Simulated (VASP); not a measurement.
Crystal: Cd4Se.

```
Cd Se
1.0
     5.05891    0.00000    0.00000
     0.00000    5.05891    0.00000
     0.00000    0.00000   10.58632
Cd Se
8 2
Direct
  0.00000 0.00000 0.00000
  0.50000 0.50000 0.00000
  0.00000 0.50000 0.48100
  0.50000 0.00000 0.51900
  0.00000 0.00000 0.30400
  0.50000 0.50000 0.30400
  0.50000 0.50000 0.69600
  0.00000 0.00000 0.69600
  0.00000 0.50000 0.16900
  0.50000 0.00000 0.83100
```

The cell was generated, and may not be a known phase.

| Property | Result |
| --- | --- |
| Program | VASP 6.6.1 |
| Task | relaxation of cell and atoms |
| Functional | PBE |
| Potentials or basis | VASP PAW PBE potentials, release 64 (Cd, Se) |
| Cutoff | 600 eV |
| k mesh | 3 × 3 × 2 |
| Occupations | gaussian, width 0.2 eV |
| Spin | no spin polarisation |

At the start: pressure -0.5 GPa; volume 27.09 Å³/atom.

Problem. How do energy, volume and symmetry change on relaxing?

Solution. Over 19 steps the energy falls by 188.5 meV/atom and the volume is 26.82 Å³/atom (-1.0 %); space group P4/nmm (No. 129, to 0.1 Å) before and after.

The path:
| step | energy change (eV) | largest force (eV/Å) | pressure (GPa) | volume (Å³) |
| --- | --- | --- | --- | --- |
| 1 | 0.0000 | 1.0371 | -0.47 | 270.93 |
| 2 | -0.2535 | 0.9756 | -0.57 | 267.78 |
| 3 | -0.8848 | 0.8519 | -0.11 | 257.84 |
| 4 | -0.8677 | 1.1907 | 6.70 | 236.01 |
| 5 | -1.2226 | 0.3126 | 1.89 | 248.16 |
| 6 | -1.2240 | 0.2804 | 2.49 | 246.17 |
| 7 | -1.4311 | 0.2037 | 0.32 | 262.05 |
| 8 | -1.4748 | 0.1919 | -0.72 | 272.06 |
| 9 | -1.4777 | 0.1895 | -1.04 | 275.51 |
| 10 | -1.6304 | 0.1387 | -0.92 | 278.16 |
| 11 | -1.7955 | 0.4157 | 0.35 | 282.08 |
| 12 | -1.8141 | 0.3000 | -0.16 | 281.38 |
| 13 | -1.8150 | 0.3260 | -0.06 | 281.57 |
| 14 | -1.8446 | 0.1260 | -0.30 | 280.85 |
| 15 | -1.8468 | 0.0597 | -0.38 | 280.60 |
| 16 | -1.8571 | 0.1655 | 0.29 | 273.83 |
| 17 | -1.8571 | 0.1586 | 0.25 | 274.25 |
| 18 | -1.8676 | 0.1154 | 0.22 | 272.74 |
| 19 | -1.8852 | 0.0446 | 0.20 | 268.22 |

Final structure:
```xyz
10
Lattice="4.3647 0.0000 0.0000 0.0000 4.3647 0.0000 0.0000 0.0000 14.0797" Properties=species:S:1:pos:R:3 pbc="T T T"
Cd    0.0000    0.0000   14.0797
Cd    2.1823    2.1823   14.0797
Cd    0.0000    2.1823    7.3856
Cd    2.1823    0.0000    6.6940
Cd    0.0000    0.0000    4.4811
Cd    2.1823    2.1823    4.4811
Cd    2.1823    2.1823    9.5986
Cd    0.0000    0.0000    9.5986
Se    0.0000    2.1823    1.7294
Se    2.1823    0.0000   12.3502
```

Caveat: the k points lie up to 0.48 Å⁻¹ apart in the final cell, too coarse for converged energies and pressures of a metal; a cell axis changed by over 15 % at a fixed basis, so the end point is rough; the relaxation stopped at a loose force limit of 0.08 eV/Å, so its end isn't a converged minimum.
